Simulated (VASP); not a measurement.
# V (P-1) in VASP: a series of runs

The runs below take V through single point, with PBE.

Program: VASP 6.6.1. These are calculated values, not measurements. Logs are shortened: lines on timing, memory, paths and dates and some standing lists are left out, and cuts for length are marked.

**1. The cell of the first run**

The typed cell holds 1 atom: a = 2.648 Å, b = 2.616 Å, c = 2.356 Å, α = 113.75°, β = 107.43°, γ = 104.79°.

**2. Single point, PBE, collinear spin, ferromagnetic start (12.86 Å³/atom)**

File INCAR:

```
SYSTEM = V
ALGO = Normal
EDIFF = 1E-6
ENCUT = 520
GGA = PE
ISIF = 2
ISMEAR = -1
ISPIN = 2
LASPH = .True.
LCHARG = .False.
LMAXMIX = 4
LORBIT = 11
LREAL = .False.
LWAVE = .False.
MAGMOM = 2
NBANDS = 16
NELM = 150
PREC = Accurate
SIGMA = 0.05
```

File KPOINTS:

```
k-points
0
Gamma
  11 12 13
  0 0 0
```

File POSCAR:

```
V
1.0
   -1.3495906227      1.6076875233      1.6142937737
    1.4742533093     -1.4608166401      1.5920855770
    1.2465682472      1.3577942645     -1.4674228904
V
1
Direct
    0.0000000000      0.0000000000      0.0000000000
```

Potentials or basis: VASP PAW PBE potentials, release 64 (V_sv).

The run is started by

```bash
> cat potpaw_PBE.64/V_sv/POTCAR > POTCAR
> mpirun -np 1 vasp_std > vasp.out
```

OUTCAR:

```text
SYSTEM = V
   EDIFF = 1E-6
   ENCUT = 520
   GGA = PE
   ISIF = 2
   ISMEAR = -1
   ISPIN = 2
   LASPH = .True.
   LORBIT = 11
   LREAL = .False.
   NELM = 150
   PREC = Accurate

 ion  position               nearest neighbor table
   1  0.000  0.000  0.000-

  LATTYP: Found a triclinic cell.
 ALAT       =     3.2121613257
 B/A-ratio  =     1.2970000194
 C/A-ratio  =     0.8243726133
 COS(alpha) =     0.0090842405
 COS(beta)  =     0.6165063658
 COS(gamma) =     0.7042340772

  Lattice vectors:

 A1 = (  -0.1246626866,  -0.1468708832,  -3.2063793507)
 A2 = (  -0.2276850621,   2.8186109046,  -3.0595084674)
 A3 = (   1.3495906227,  -1.6076875233,  -1.6142937737)

Analysis of symmetry for initial positions (statically):
=====================================================================
 Subroutine PRICEL returns:
 Original cell was already a primitive cell.

 Routine SETGRP: Setting up the symmetry group for a
 triclinic supercell.

 Subroutine GETGRP returns: Found  2 space group operations
 (whereof  2 operations were pure point group operations)
 out of a pool of  2 trial point group operations.

The static configuration has the point symmetry S_2 .

Analysis of symmetry for dynamics (positions and initial velocities):
=====================================================================
 Subroutine PRICEL returns:
 Original cell was already a primitive cell.

 Routine SETGRP: Setting up the symmetry group for a
 triclinic supercell.

 Subroutine GETGRP returns: Found  2 space group operations
 (whereof  2 operations were pure point group operations)
 out of a pool of  2 trial point group operations.

The dynamic configuration has the point symmetry S_2 .

Analysis of structural, dynamic, and magnetic symmetry:
=====================================================================
 Subroutine PRICEL returns:
 Original cell was already a primitive cell.

 Routine SETGRP: Setting up the symmetry group for a
 triclinic supercell.

 Subroutine GETGRP returns: Found  2 space group operations
 (whereof  2 operations were pure point group operations)
 out of a pool of  2 trial point group operations.

[... 104 lines left out ...]
   ISIF   =      2    stress and relaxation
   ISYM   =      2    0-nonsym 1-usesym 2-fastsym
   POTIM  = 0.5000    time-step for ionic-motion
   TEBEG  =    0.0;   TEEND  =   0.0 temperature during run
   PSTRESS=    0.0 pullay stress
   NELECT =      13.0000    total number of electrons
   NUPDOWN=      -1.0000    fix difference up-down
   EMIN   =  10.00;   EMAX   =-10.00  energy-range for DOS
   EFERMI =   0.00;   METHOD = LEGACY
   ISMEAR =    -1;   SIGMA  =   0.05  broadening in eV -4-tet -1-fermi 0-gaus
   EFERMI_NEDOS =   21; number of points for ismear=-14 and -15
   IALGO  =     38    algorithm
   IMIX   =      4    mixing-type and parameters
     AMIX     =   0.40;   BMIX     =  1.00
     AMIX_MAG =   1.60;   BMIX_MAG =  1.00
  volume/ion in A,a.u.               =      12.86        86.81
  Fermi-wavevector in a.u.,A,eV,Ry     =   1.642842  3.104522 36.721190  2.698931
  Thomas-Fermi vector in A             =   2.733077
   LORBIT       =     11    0 simple, 1 ext, 2 COOP (PROOUT), +10 PAW based schemes
   GGA     = PE    functional components
   LHFCALC =     F    Hartree Fock is set to
   AEXX    =    0.0000 exact exchange contribution
   IVDW    =     0    specifies the selected vdW correction
   LEPSILON=     F    determine dielectric tensor
   LRPA    =     F    only Hartree local field effects (RPA)
 spin polarized calculation
  energy-cutoff  :      520.00
  volume of cell :       12.86
 maximum number of plane-waves:       358
   NGX =  9   NGY =  9   NGZ =  9

 number of electron      13.0000002 magnetization      -0.0133241

 number of electron      13.0000002 magnetization       0.0000382

 Free energy of the ion-electron system (eV)
  ---------------------------------------------------
  ext. energy  EPLUGINS =         0.00000000
  ---------------------------------------------------
  free energy    TOTEN  =        -8.89911278 eV

  energy without entropy =       -8.88829329  energy(sigma->0) =       -8.89370304

 E-fermi :  10.4396     XC(G=0): -13.1364

 val. band max:       10.4376283892   @ k =  -0.4545  -0.1667   0.4615
 cond. band min:      10.4402205537   @ k =   0.3636  -0.1667   0.1538
 fundamental gap:      0.0025921645
 Fermi energy:        10.4396022231

 spin component 1

 k-point     1 :       0.0000    0.0000    0.0000
  band No.  band energies     occupation
      1     -53.3814      1.00000
      2     -26.7636      1.00000
      3     -26.6383      1.00000
      4     -26.2598      1.00000
      5       3.6428      1.00000
      6       9.6336      1.00000
[... 435 lines left out ...]
      5       7.4963      1.00000
      6       9.0943      1.00000
[... 8 lines left out ...]
     15      39.8599      0.00000
     16      43.1641      0.00000

 [... further k-points ...]

 spin component 2

 k-point     1 :       0.0000    0.0000    0.0000
  band No.  band energies     occupation
      1     -53.3811      1.00000
      2     -26.7635      1.00000
      3     -26.6382      1.00000
      4     -26.2596      1.00000
      5       3.6429      1.00000
      6       9.6337      1.00000
[... 435 lines left out ...]
      5       7.4964      1.00000
      6       9.0944      1.00000
[... 8 lines left out ...]
     15      39.8600      0.00000
     16      43.1643      0.00000

 [... further k-points ...]

------------------------ aborting loop because EDIFF is reached ----------------------------------------

  FORCE on cell =-STRESS in cart. coord.  units (eV):
  Direction    XX          YY          ZZ          XY          YZ          ZX
  --------------------------------------------------------------------------------------
  -------------------------------------------------------------------------------------
  Total        1.7434870      0.8250401      0.0964791     -0.0277618     -0.3106295     -0.0948207
  in kB      217.1446773    102.7556101     12.0161040     -3.4576303    -38.6877226    -11.8095622
  external PRESSURE =     110.6387971 kB  Pullay stress =       0.0000000 kB

 VOLUME and BASIS-vectors are now :
 -----------------------------------------------------------------------------
  energy-cutoff  :      520.00
  volume of cell :       12.86
      direct lattice vectors                 reciprocal lattice vectors
    -1.349590623  1.607687523  1.614293774    -0.001406150  0.322446946  0.297162975
     1.474253309 -1.460816640  1.592085577     0.353777492 -0.002480324  0.298237149
     1.246568247  1.357794265 -1.467422890     0.382285234  0.352028861 -0.030988066

 POSITION                                       TOTAL-FORCE (eV/Angst)
 -----------------------------------------------------------------------------------
      0.00000      0.00000      0.00000        -0.000000     -0.000000     -0.000000
 -----------------------------------------------------------------------------------
    total drift:                                0.000000     -0.000000      0.000000

  FREE ENERGIE OF THE ION-ELECTRON SYSTEM (eV)
  ---------------------------------------------------
  free  energy   TOTEN  =        -8.8991127850 eV

  energy  without entropy=       -8.8882932888  energy(sigma->0) =       -8.89370304

 total charge

# of ion       s       p       d       tot
------------------------------------------
    1        2.357   6.234   3.180  11.771

 magnetization (x)

# of ion       s       p       d       tot
------------------------------------------
    1       -0.000   0.000   0.000   0.000
```

stdout:

```text
POSCAR found type information on POSCAR V
 POSCAR found :  1 types and       1 ions
 scaLAPACK will be used
 LDA part: xc-table for (Slater+PW92), standard interpolation
 POSCAR, INCAR and KPOINTS ok, starting setup
 FFT: planning ... GRIDC
 FFT: planning ... GRID_SOFT
 FFT: planning ... GRID
 WAVECAR not read
 entering main loop
```

Run time: 2.5 min. Hardware: 1 thread of Intel Xeon 6975P-C (Granite Rapids), shared host; peak memory 0.34 GiB.

Results:

```yaml
Free_energy: -8.8991 eV
Pressure: 11.1 GPa
Net_moment: 0.00 μB per cell
Valence_electrons_inside_the_program's_atomic_spheres: V 11.77
```

Stress tensor (GPa, compression positive):
```
21.71 -0.35 -1.18
-0.35 10.28 -3.87
-1.18 -3.87  1.20
```

Levels at points of the mesh, in eV from the Fermi level:
Spin up:
```csv
k point,band 5,band 6,band 7,band 8,band 9,band 10
"(0.00, 0.00, 0.00)",-6.80,-0.81,0.15,1.17,2.10,3.16
"(0.00, 0.50, 0.00)",-3.46,-1.63,1.08,2.51,3.47,3.96
```
Spin down:
```
           k point  band 5  band 6  band 7  band 8  band 9  band 10
(0.00, 0.00, 0.00)   -6.80   -0.81    0.15    1.17    2.10     3.16
(0.00, 0.50, 0.00)   -3.46   -1.63    1.08    2.51    3.47     3.96
```

Caveat: the cell stands under pressure.

**3. Single point, PBE, collinear spin, ferromagnetic start (13.14 Å³/atom)**

This run uses another cell than the first one, of 13.14 Å³/atom.

File INCAR:

```
SYSTEM = V
PREC = Accurate
ENCUT = 520
EDIFF = 1E-6
ISMEAR = -1
SIGMA = 0.05
LREAL = .False.
LASPH = .True.
NELM = 150
ALGO = Normal
ISIF = 2
LWAVE = .False.
LCHARG = .False.
ISPIN = 2
MAGMOM = 2
LORBIT = 11
LMAXMIX = 4
GGA = PE
NBANDS = 16
```

File KPOINTS:

```
Automatic mesh
0
Gamma
  11 12 13
  0 0 0
```

File POSCAR:

```
V
1.0
   -1.3590950952      1.6190096395      1.6256624142
    1.4846357169     -1.4711044202      1.6032978167
    1.2553471860      1.3673565110     -1.4777571949
V
1
Direct
    0.0000000000      0.0000000000      0.0000000000
```

Potentials or basis: VASP PAW PBE potentials, release 64 (V_sv).

The run is started by

```bash
> cat potpaw_PBE.64/V_sv/POTCAR > POTCAR
> mpirun -np 1 vasp_std > vasp.out
```

OUTCAR:

```text
SYSTEM = V
   PREC = Accurate
   ENCUT = 520
   EDIFF = 1E-6
   ISMEAR = -1
   LREAL = .False.
   LASPH = .True.
   NELM = 150
   ISIF = 2
   ISPIN = 2
   LORBIT = 11
   GGA = PE

 ion  position               nearest neighbor table
   1  0.000  0.000  0.000-

  LATTYP: Found a triclinic cell.
 ALAT       =     3.2347829254
 B/A-ratio  =     1.2970000195
 C/A-ratio  =     0.8243726133
 COS(alpha) =     0.0090842405
 COS(beta)  =     0.6165063658
 COS(gamma) =     0.7042340772

[... 1124 lines left out ...]
  --------------------------------------------------------------------------------------
  -------------------------------------------------------------------------------------
  Total        1.3583421      0.4835040     -0.2179156     -0.0308829     -0.3005807     -0.0941935
  in kB      165.6518421     58.9640348    -26.5751287     -3.7662172    -36.6562611    -11.4870331
  external PRESSURE =      66.0135828 kB  Pullay stress =       0.0000000 kB

 VOLUME and BASIS-vectors are now :
 -----------------------------------------------------------------------------
  energy-cutoff  :      520.00
  volume of cell :       13.14
      direct lattice vectors                 reciprocal lattice vectors
    -1.359095095  1.619009639  1.625662414    -0.001396317  0.320191999  0.295084844
     1.484635717 -1.471104420  1.603297817     0.351303443 -0.002462979  0.296151506
     1.255347186  1.367356511 -1.477757195     0.379611823  0.349567041 -0.030771359

 POSITION                                       TOTAL-FORCE (eV/Angst)
 -----------------------------------------------------------------------------------
      0.00000      0.00000      0.00000         0.000000      0.000000      0.000000
 -----------------------------------------------------------------------------------
    total drift:                                0.000000     -0.000000      0.000000

  FREE ENERGIE OF THE ION-ELECTRON SYSTEM (eV)
  ---------------------------------------------------
  free  energy   TOTEN  =        -8.9144161774 eV

  energy  without entropy=       -8.9032574266  energy(sigma->0) =       -8.90883680

 total charge

# of ion       s       p       d       tot
------------------------------------------
    1        2.350   6.227   3.154  11.732

 magnetization (x)

# of ion       s       p       d       tot
------------------------------------------
    1       -0.000   0.000   0.000   0.000
```

OSZICAR:

```text
N       E                     dE             d eps       ncg     rms          rms(c)
DAV:   1     0.926726076299E+02    0.92673E+02   -0.64743E+03 55552   0.896E+02
DAV:   2    -0.802498642563E+01   -0.10070E+03   -0.96480E+02 59952   0.271E+02
DAV:   3    -0.954071789798E+01   -0.15157E+01   -0.15139E+01 63128   0.363E+01
DAV:   4    -0.954645206804E+01   -0.57342E-02   -0.57341E-02 65176   0.234E+00
DAV:   5    -0.954650043699E+01   -0.48369E-04   -0.48371E-04 63624   0.201E-01    0.206E+01
DAV:   6    -0.889276126188E+01    0.65374E+00   -0.15114E+00 58096   0.197E+01    0.356E+00
DAV:   7    -0.891017775433E+01   -0.17416E-01   -0.12370E-01 64592   0.353E+00    0.263E+00
DAV:   8    -0.891728523585E+01   -0.71075E-02   -0.72426E-03 57776   0.102E+00    0.962E-01
DAV:   9    -0.891410345632E+01    0.31818E-02   -0.24528E-03 69832   0.551E-01    0.329E-01
DAV:  10    -0.891438571018E+01   -0.28225E-03   -0.63142E-04 60120   0.277E-01    0.636E-02
DAV:  11    -0.891440807838E+01   -0.22368E-04   -0.67390E-05 60312   0.927E-02    0.254E-02
DAV:  12    -0.891441705622E+01   -0.89778E-05   -0.96593E-06 61352   0.332E-02    0.753E-03
DAV:  13    -0.891441617737E+01    0.87884E-06   -0.43465E-07 41328   0.588E-03
   1 F= -.89144162E+01 E0= -.89088368E+01  d E =-.111588E-01  mag=     0.0000
```

stdout:

```text
POSCAR found type information on POSCAR V
 POSCAR found :  1 types and       1 ions
 scaLAPACK will be used
 LDA part: xc-table for (Slater+PW92), standard interpolation
 POSCAR, INCAR and KPOINTS ok, starting setup
 FFT: planning ... GRIDC
 FFT: planning ... GRID_SOFT
 FFT: planning ... GRID
 WAVECAR not read
 entering main loop
```

Run time: 2.2 min. Hardware: 1 thread of Intel Xeon 6975P-C (Granite Rapids), shared host; peak memory 0.35 GiB.

What came out:

```yaml
Free_energy: -8.9144 eV
Pressure: 6.6 GPa
Net_moment: 0.00 μB per cell
Valence_electrons_inside_the_program's_atomic_spheres: V 11.73
```

Stress tensor (GPa, compression positive):
```
16.57 -0.38 -1.15
-0.38  5.90 -3.67
-1.15 -3.67 -2.66
```

Caveat: the cell stands under pressure.

**4. Single point, PBE, collinear spin, ferromagnetic start (14.23 Å³/atom)**

This run uses another cell than the first one, of 14.23 Å³/atom.

File INCAR:

```
ALGO = Normal ; EDIFF = 1E-6
ENCUT = 520 ; GGA = PE
ISIF = 2 ; ISMEAR = -1
ISPIN = 2 ; LASPH = True
LCHARG = False ; LMAXMIX = 4
LORBIT = 11 ; LREAL = False
LWAVE = False ; MAGMOM = 2
NBANDS = 16 ; NELM = 150
PREC = Accurate ; SIGMA = 0.05
```

File KPOINTS:

```
k-points
0
Gamma
  11 12 13
```

File POSCAR:

```
V
1.0
   -1.3958450600      1.6627877000      1.6696203659
    1.5247803032     -1.5108831199      1.6466510291
    1.2892918049      1.4043298648     -1.5177157859
V
1
Direct
    0.0000000000      0.0000000000      0.0000000000
```

The run is started by

```bash
> cat potpaw_PBE.64/V_sv/POTCAR > POTCAR
> mpirun -np 1 vasp_std > vasp.out
```

Wall time 2.1 min (1 thread of Intel Xeon 6975P-C (Granite Rapids), shared host); peak memory 0.36 GiB.

It converged, with:

```yaml
Free_energy: -8.9095 eV
Pressure: -7.4 GPa
Net_moment: 0.00 μB per cell
Valence_electrons_inside_the_program's_atomic_spheres: V 11.60
```

Stress tensor (GPa, compression positive):
```
  0.25  -0.50  -1.03
 -0.50  -7.77  -2.97
 -1.03  -2.97 -14.68
```

Levels at points of the mesh, in eV from the Fermi level:
Spin up:
```csv
k point,band 3,band 4,band 5,band 6,band 7,band 8,band 9,band 10,band 11,band 12
"(0.00, 0.00, 0.00)",-37.32,-37.00,-6.56,-0.68,0.18,1.07,1.90,2.80,17.49,20.47
"(0.00, 0.50, 0.00)",-37.52,-37.06,-3.13,-1.40,0.80,2.24,3.05,3.49,8.74,14.92
```
Spin down:
```csv
k point,band 4,band 5,band 6,band 7,band 8,band 9,band 10,band 11
"(0.00, 0.00, 0.00)",-37.00,-6.56,-0.68,0.18,1.07,1.90,2.80,17.49
"(0.00, 0.50, 0.00)",-37.06,-3.13,-1.40,0.80,2.24,3.05,3.49,8.74
```

Caveat: the cell stands under tension.

**5. Overview**

```tsv
cell	gap on the mesh (eV)	pressure (GPa)	moment (μB)
a = 2.648, b = 2.616, c = 2.356 Å, angles 113.7, 107.4, 104.8°, 1 atom	none	11.1	0.00
a = 2.667, b = 2.634, c = 2.373 Å, angles 113.7, 107.4, 104.8°, 1 atom	none	6.6	0.00
a = 2.739, b = 2.705, c = 2.437 Å, angles 113.7, 107.4, 104.8°, 1 atom	none	-7.4	0.00
```

Alike in all rows: task single point; level PBE; potentials or basis VASP PAW PBE potentials, release 64 (V_sv); spin collinear, ferromagnetic start; k mesh 11 × 12 × 13; cutoff (eV) 520; smearing fermi-dirac 0.05 eV.

Caveats: the cell stands under pressure (at least some runs); the cell stands under tension (at least some runs).

Absolute energies hang on the potentials; compare differences alone.
